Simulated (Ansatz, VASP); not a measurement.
Lu in VASP and in Ansatz

```xyz
3
Lattice="5.5064 0.0000 0.0000 -2.7532 4.7687 0.0000 0.0000 0.0000 3.4554" Properties=species:S:1:pos:R:3 pbc="T T T"
Lu    2.7532    4.7687    0.0000
Lu    0.0000    3.1791    1.7277
Lu    2.7532    1.5896    1.7277
```

Alike in both runs: task single point; functional PBE; k mesh 8 × 8 × 10; occupations fermi-dirac, width 0.1 eV; no spin polarisation.

|  | VASP | Ansatz |
| --- | --- | --- |
| version | VASP 6.6.1 | Ansatz 0.2.0 |
| potentials or method | VASP PAW PBE potentials, release 64 (Lu), cutoff 520 eV | plane waves (420 eV) with PAW, scalar-relativistic |
| valence electrons in the cell | 75 | 75 |

VASP gave:

- pressure (GPa): -1.5

Q: Estimate Ansatz's values.

A: Pressure (GPa): -1.6.

Neither program's run includes spin-orbit coupling.
